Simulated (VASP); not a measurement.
# Hf (Im-3m) in VASP: a series of runs, part 3 of 3

VASP 6.6.1. The steps go on from the part before.

## Step 4: Relaxation of cell and atoms, revPBE+D4

Input file INCAR:

```
ALGO     = Fast           # electronic algorithm
EDIFF    = 1E-6           # SCF threshold, eV
EDIFFG   = -0.01          # ionic threshold
ENCUT    = 600            # plane-wave cutoff, eV
GGA      = RE             # functional
IBRION   = 2              # ionic algorithm
ISIF     = 3              # what is computed and relaxed
ISMEAR   = -1             # smearing method
IVDW     = 13             # dispersion correction
LASPH    = T              # aspherical terms in the spheres
LCHARG   = F              # write CHGCAR
LREAL    = F              # projectors in reciprocal space
LWAVE    = F              # write WAVECAR
NELM     = 100            # most SCF steps
NSW      = 60             # ionic steps
PREC     = Accurate       # precision mode
SIGMA    = 0.05           # smearing width, eV
```

Input file KPOINTS:

```
k-points
0
Gamma
  10 10 10
```

Input file POSCAR:

```
Hf
1.0
   -1.8050000000      1.8050000000      1.8050000000
    1.8050000000     -1.8050000000      1.8050000000
    1.8050000000      1.8050000000     -1.8050000000
Hf
1
Direct
    0.0000000000      0.0000000000      0.0000000000
```

Potentials or basis: VASP PAW PBE potentials, release 64 (Hf_pv).

Launch:

```console
> cat potpaw_PBE.64/Hf_pv/POTCAR > POTCAR
> mpirun -np 1 vasp_std > vasp.out
```

OUTCAR:

```text
EDIFF = 1E-6
   EDIFFG = -0.01
   ENCUT = 600
   GGA = RE
   IBRION = 2
   ISIF = 3
   ISMEAR = -1
   IVDW = 13
   LASPH = T
   LREAL = F
   NELM = 100
   NSW = 60
   PREC = Accurate

 ion  position               nearest neighbor table
   1  0.000  0.000  0.000-

  LATTYP: Found a body centered cubic cell.
 ALAT       =     3.6100000000

  Lattice vectors:

 A1 = (  -1.8050000000,   1.8050000000,   1.8050000000)
 A2 = (   1.8050000000,  -1.8050000000,   1.8050000000)
 A3 = (   1.8050000000,   1.8050000000,  -1.8050000000)

Analysis of symmetry for initial positions (statically):
=====================================================================
 Subroutine PRICEL returns:
 Original cell was already a primitive cell.

 Routine SETGRP: Setting up the symmetry group for a
 body centered cubic supercell.

 Subroutine GETGRP returns: Found 48 space group operations
 (whereof 48 operations were pure point group operations)
 out of a pool of 48 trial point group operations.

The static configuration has the point symmetry O_h .

Analysis of symmetry for dynamics (positions and initial velocities):
=====================================================================
 Subroutine PRICEL returns:
 Original cell was already a primitive cell.

 Routine SETGRP: Setting up the symmetry group for a
 body centered cubic supercell.

 Subroutine GETGRP returns: Found 48 space group operations
 (whereof 48 operations were pure point group operations)
 out of a pool of 48 trial point group operations.

The dynamic configuration has the point symmetry O_h .

 Subroutine INISYM returns: Found 48 space group operations
 (whereof 48 operations are pure point group operations),
 and found     1 'primitive' translations

----------------------------------------------------------------------------------------

                                     Primitive cell

  volume of cell :      23.5229

  direct lattice vectors                    reciprocal lattice vectors
    -1.805000000  1.805000000  1.805000000     0.000000000  0.277008310  0.277008310
     1.805000000 -1.805000000  1.805000000     0.277008310  0.000000000  0.277008310
     1.805000000  1.805000000 -1.805000000     0.277008310  0.277008310  0.000000000
[... 98 lines left out ...]
   EFERMI_NEDOS =   21; number of points for ismear=-14 and -15
   IALGO  =     68    algorithm
   IMIX   =      4    mixing-type and parameters
     AMIX     =   0.40;   BMIX     =  1.00
     AMIX_MAG =   1.60;   BMIX_MAG =  1.00
  volume/ion in A,a.u.               =      23.52       158.74
  Fermi-wavevector in a.u.,A,eV,Ry     =   1.230961  2.326179 20.616432  1.515265
  Thomas-Fermi vector in A             =   2.365789
   LORBIT       =      0    0 simple, 1 ext, 2 COOP (PROOUT), +10 PAW based schemes
   GGA     = RE    functional components
   LHFCALC =     F    Hartree Fock is set to
   AEXX    =    0.0000 exact exchange contribution
   IVDW    =    13    specifies the selected vdW correction
   LEPSILON=     F    determine dielectric tensor
   LRPA    =     F    only Hartree local field effects (RPA)
 conjugate gradient relaxation of ions
 non-spin polarized calculation
 RMM-DIIS sequential band-by-band and
  energy-cutoff  :      600.00
  volume of cell :       23.52
 maximum number of plane-waves:       802
 NGX is ok and might be reduce to    28
   NGX = 13   NGY = 13   NGZ = 13

--------------------------------------- Ionic step        1  -------------------------------------------

 number of electron      10.0000000 magnetization

 number of electron       9.9999999 magnetization

 Free energy of the ion-electron system (eV)
  ---------------------------------------------------
  ext. energy  EPLUGINS =         0.00000000
  ---------------------------------------------------
  free energy    TOTEN  =        -9.40178518 eV

  energy without entropy =       -9.38634780  energy(sigma->0) =       -9.39406649

------------------------ aborting loop because EDIFF is reached ----------------------------------------

  DFT-D4 for vdW energy calculation

  Edisp (eV):   -0.25387
[... 147 lines left out ...]
--------------------------------------- Ionic step        5  -------------------------------------------

 number of electron      10.0000001 magnetization

 Free energy of the ion-electron system (eV)
  ---------------------------------------------------
  ext. energy  EPLUGINS =         0.00000000
  ---------------------------------------------------
  free energy    TOTEN  =        -9.40816018 eV

  energy without entropy =       -9.39438029  energy(sigma->0) =       -9.40127024

 E-fermi :   4.6829     XC(G=0): -11.2558

 val. band max:        4.6684009653   @ k =   0.3000   0.1000   0.1000
 cond. band min:       4.6956085894   @ k =   0.3000   0.2000  -0.0000
 fundamental gap:      0.0272076240
 Fermi energy:         4.6829025807

 k-point     1 :       0.0000    0.0000    0.0000
  band No.  band energies     occupation
      1     -25.1788      2.00000
      2     -25.1788      2.00000
      3     -25.1788      2.00000
      4      -2.3743      2.00000
      5       6.2265      0.00000
      6       6.2265      0.00000
      7       6.2265      0.00000
      8       9.0114      0.00000
      9       9.0114      0.00000
[... 265 lines left out ...]
 k-point    24 :      -0.3000    0.3000    0.1000
  band No.  band energies     occupation
      1     -25.7191      2.00000
      2     -25.3846      2.00000
      3     -25.2435      2.00000
      4       0.5721      2.00000
      5       4.8847      0.03474
      6       5.1075      0.00041
      7       7.6762      0.00000
      8       9.1635      0.00000
      9       9.8318      0.00000

 [... further k-points ...]

------------------------ aborting loop because EDIFF is reached ----------------------------------------

  DFT-D4 for vdW energy calculation

  Edisp (eV):   -0.26824
[... 24 lines left out ...]
  FREE ENERGIE OF THE ION-ELECTRON SYSTEM (eV)
  ---------------------------------------------------
  free  energy   TOTEN  =        -9.6764031418 eV

  energy  without entropy=       -9.6626232486  energy(sigma->0) =       -9.66951320

 reached required accuracy - stopping structural energy minimisation
```

OSZICAR:

```text
N       E                     dE             d eps       ncg     rms          rms(c)
DAV:   1     0.818901446270E+01    0.81890E+01   -0.65777E+03   846   0.115E+03
DAV:   2    -0.941899012294E+01   -0.17608E+02   -0.17060E+02  1258   0.140E+02
DAV:   3    -0.976107475275E+01   -0.34208E+00   -0.33757E+00  1033   0.141E+01
DAV:   4    -0.976286747974E+01   -0.17927E-02   -0.17916E-02   985   0.105E+00
[... 43 lines left out ...]
       N       E                     dE             d eps       ncg     rms          rms(c)
DAV:   1    -0.940828637731E+01   -0.58834E-03   -0.32331E-03   864   0.527E-01    0.102E-01
RMM:   2    -0.940818859372E+01    0.97784E-04   -0.11323E-04   846   0.101E-01    0.449E-02
RMM:   3    -0.940816020219E+01    0.28392E-04   -0.10563E-04   859   0.850E-02    0.160E-02
RMM:   4    -0.940816018354E+01    0.18651E-07   -0.90612E-06   879   0.318E-02
   5 F= -.96764031E+01 E0= -.96695132E+01  d E =0.169507E-07
```

Run time: 43 s. Hardware: 1 thread of Intel Xeon Platinum 8375C at 2.90GHz (Ice Lake), shared host; peak memory 0.17 GiB.

What came out:

- Free energy: -9.6764 eV
- Relaxed volume: 22.29 Å³/atom
- Relaxed cell: a = 3.071 Å, b = 3.071 Å, c = 3.071 Å, α = 109.47°, β = 109.47°, γ = 109.47°
- Space group after relaxing (to 0.05 Å): Im-3m (No. 229)
- Energy gained by relaxing: 20.7 meV/atom
- Ionic steps: 5
- Pressure after relaxing: 0.0 GPa
- Band gap on the k mesh: zero (band 5 reaches 6.23 eV, above the bottom of band 6 at 3.92 eV)
- Dispersion energy per atom: -0.268 eV

Step by step:
```
step  energy change (eV)  largest force (eV/Å)  pressure (GPa)  volume (Å³)
   1              0.0000                0.0000           -5.06        23.52
   2              0.0009                0.0000            5.80        21.08
   3             -0.0207                0.0000           -0.19        22.29
   4             -0.0207                0.0000            0.09        22.25
   5             -0.0207                0.0000           -0.03        22.29
```

Final structure:
```cif
data_structure
_symmetry_space_group_name_H-M 'P 1'
_symmetry_Int_Tables_number 1
_cell_length_a 3.0707
_cell_length_b 3.0707
_cell_length_c 3.0707
_cell_angle_alpha 109.471
_cell_angle_beta 109.471
_cell_angle_gamma 109.471
_cell_volume 22.29
loop_
_atom_site_label
_atom_site_type_symbol
_atom_site_fract_x
_atom_site_fract_y
_atom_site_fract_z
_atom_site_occupancy
Hf1 Hf 0.00000 0.00000 0.00000 1
```

Levels at points of the mesh, in eV from the Fermi level:
```csv
k point,band 2,band 3,band 4,band 5,band 6,band 7,band 8,band 9
"(0.00, 0.00, 0.00)",-29.86,-29.86,-7.06,1.54,1.54,1.54,4.33,4.33
"(0.50, 0.00, 0.00)",-30.13,-29.87,-3.39,-0.49,1.04,4.17,5.17,7.64
"(0.50, 0.50, 0.50)",-30.44,-30.44,-2.59,-2.59,6.81,6.81,6.81,7.24
```

Caveat: the PAW data sets were made with another functional, which shifts forces and pressure a little; spin-orbit coupling is left out, which moves the levels of the heavy elements; pairwise dispersion overbinds metals, which lowers pressure and volume.

## Step 5: Relaxation of cell and atoms, BLYP+D3(BJ)

Input file INCAR:

```
SYSTEM = Hf
PREC = Accurate ; ENCUT = 600
EDIFF = 1E-6 ; ISMEAR = -1
SIGMA = 0.05 ; LREAL = .False.
LASPH = .True. ; NELM = 60
ALGO = Normal ; ISIF = 3
LWAVE = .False. ; LCHARG = .False.
GGA = B5 ; ALDAX = 1.0
AGGAX = 1.0 ; AGGAC = 1.0
ALDAC = 0.0 ; IVDW = 12
VDW_S6 = 1.0 ; VDW_S8 = 2.6996
VDW_A1 = 0.4298 ; VDW_A2 = 4.2359
IBRION = 2 ; NSW = 60
EDIFFG = -0.01
```

Input file KPOINTS:

```
regular mesh
0
Gamma
  10 10 10
  0 0 0
```

POSCAR is that of step 4.

Launch:

```console
> cat potpaw_PBE.64/Hf_pv/POTCAR > POTCAR
> mpirun -np 1 vasp_std > vasp.out
```

Run time: 51 s. Hardware: 1 thread of Intel Xeon Platinum 8375C at 2.90GHz (Ice Lake), shared host; peak memory 0.18 GiB.

The run converged. Its results:

```
Free energy                            : -9.6037 eV
Relaxed volume                         : 21.00 Å³/atom
Relaxed cell                           : a = 3.010 Å, b = 3.010 Å, c = 3.010 Å, α = 109.47°, β = 109.47°, γ = 109.47°
Space group after relaxing (to 0.05 Å) : Im-3m (No. 229)
Energy gained by relaxing              : 87.7 meV/atom
Ionic steps                            : 5
Pressure after relaxing                : -0.1 GPa
Band gap on the k mesh                 : zero (band 5 reaches 7.01 eV, above the bottom of band 6 at 4.75 eV)
Dispersion energy per atom             : -1.202 eV
```

The path:
| step | energy change (eV) | largest force (eV/Å) | pressure (GPa) | volume (Å³) |
| --- | --- | --- | --- | --- |
| 1 | 0.0000 | 0.0000 | -10.22 | 23.52 |
| 2 | -0.0001 | 0.0000 | 13.87 | 18.78 |
| 3 | -0.0877 | 0.0000 | -0.13 | 21.01 |
| 4 | -0.0877 | 0.0000 | 0.10 | 20.96 |
| 5 | -0.0877 | 0.0000 | -0.06 | 21.00 |

Final structure:
```xyz
1
Lattice="-1.7380 1.7380 1.7380 1.7380 -1.7380 1.7380 1.7380 1.7380 -1.7380" Properties=species:S:1:pos:R:3 pbc="T T T"
Hf    0.0000    0.0000    0.0000
```

Levels at points of the mesh, in eV from the Fermi level:
```csv
k point,band 2,band 3,band 4,band 5,band 6,band 7,band 8,band 9
"(0.00, 0.00, 0.00)",-29.57,-29.57,-7.14,1.41,1.41,1.41,4.36,4.36
"(0.50, 0.00, 0.00)",-29.90,-29.57,-3.59,-0.73,1.50,4.22,5.25,7.94
"(0.50, 0.50, 0.50)",-30.28,-30.28,-2.91,-2.91,7.04,7.04,7.04,7.89
```

Caveat: the PAW data sets were made with another functional, which shifts forces and pressure a little; spin-orbit coupling is left out, which moves the levels of the heavy elements; the volume moved by -11 % from the deposited cell, more than functionals usually miss; pairwise dispersion overbinds metals, which lowers pressure and volume.

## Step 6: Overview

| level | gap on the mesh (eV) | pressure (GPa) | relaxed volume (Å³/atom) |
| --- | --- | --- | --- |
| RPBE+D4 | none | -0.1 | 22.36 |
| revPBE+D3(BJ) | none | 0.0 | 21.40 |
| revPBE+D4 | none | 0.0 | 22.29 |
| BLYP+D3(BJ) | none | -0.1 | 21.00 |

Alike in all rows: task relaxation of cell and atoms; potentials or basis VASP PAW PBE potentials, release 64 (Hf_pv); no spin polarisation; cell relaxed; k mesh 10 × 10 × 10; cutoff (eV) 600; smearing fermi-dirac 0.05 eV.

Caveats: the PAW data sets were made with another functional, which shifts forces and pressure a little; spin-orbit coupling is left out, which moves the levels of the heavy elements; pairwise dispersion overbinds metals, which lowers pressure and volume; the volume moved by -11 % from the deposited cell, more than functionals usually miss (some runs).

Absolute energies hang on the potentials; compare differences alone.
